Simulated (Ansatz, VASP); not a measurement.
## One calculation of GaAs, two programs

File INCAR:

```
  PREC = Accurate
  ENCUT = 520
  EDIFF = 1E-6
  ISMEAR = -1
  SIGMA = 0.1
  LREAL = F
  LASPH = T
  NELM = 60
  ALGO = Normal
  ISIF = 2
  LWAVE = F
  LCHARG = F
  GGA = CA
  NBANDS = 16
```

Contents of KPOINTS:

```
Automatic mesh
0
Gamma
  13 13 13
```

Contents of POSCAR:

```
GaAs
1.0
    0.0000000000      2.2656240919      2.2656240919
    2.2656240919      0.0000000000      2.2656240919
    2.2656240919      2.2656240919      0.0000000000
Ga As
1 1
Direct
    0.0000000000      0.0000000000      0.0000000000
    0.5000000000      0.5000000000      0.5000000000
```

Input for Ansatz:

```yaml
crystal:
  lattice:
    - [0.0, 2.2656240919, 2.2656240919]
    - [2.2656240919, 0.0, 2.2656240919]
    - [2.2656240919, 2.2656240919, 0.0]
  atoms:
    - { symbol: Ga, position: [0.0, 0.0, 0.0] }
    - { symbol: As, position: [0.5, 0.5, 0.5] }
kpoints:
  mp_grid: { grid: [13, 13, 13] }
scf:
  occupations: { method: fermi_dirac, width: 0.1 }
hamiltonian:
  xc: lda
  pseudopotentials: { kind: paw }
output:
  forces: true
  stress: true
  eigenvalues: true
  populations: true
```

Change from the starting cell: volume scaled by 0.64, PAW files.

Alike in both runs: task single point; functional LDA; k mesh 13 × 13 × 13; occupations fermi-dirac, width 0.1 eV; no spin polarisation.

|  | VASP | Ansatz |
| --- | --- | --- |
| version | VASP 6.6.1 | Ansatz 0.2.0 |
| potentials or method | VASP PAW LDA potentials, release 64 (Ga_d, As) | PAW with Ansatz's default frozen-core files, scalar-relativistic |
| plane-wave cutoff (eV) | 520 | 420 |
| valence electrons in the cell | 18 | 28 |

VASP gave:

* pressure (GPa): 111.2

Q: Which values does Ansatz return?

A: Pressure (GPa): 108.4.

LDA's correlation is that of Perdew and Zunger in VASP and of Perdew and Wang (1992) in Ansatz. Both programs put the cell under a high pressure, so it lies far from rest at this level. VASP's potentials hold 18 valence electrons a cell and Ansatz's 28, so a difference there can come from the potentials and not from the codes.

Noted on VASP's run: the cell as given lies far from equilibrium.
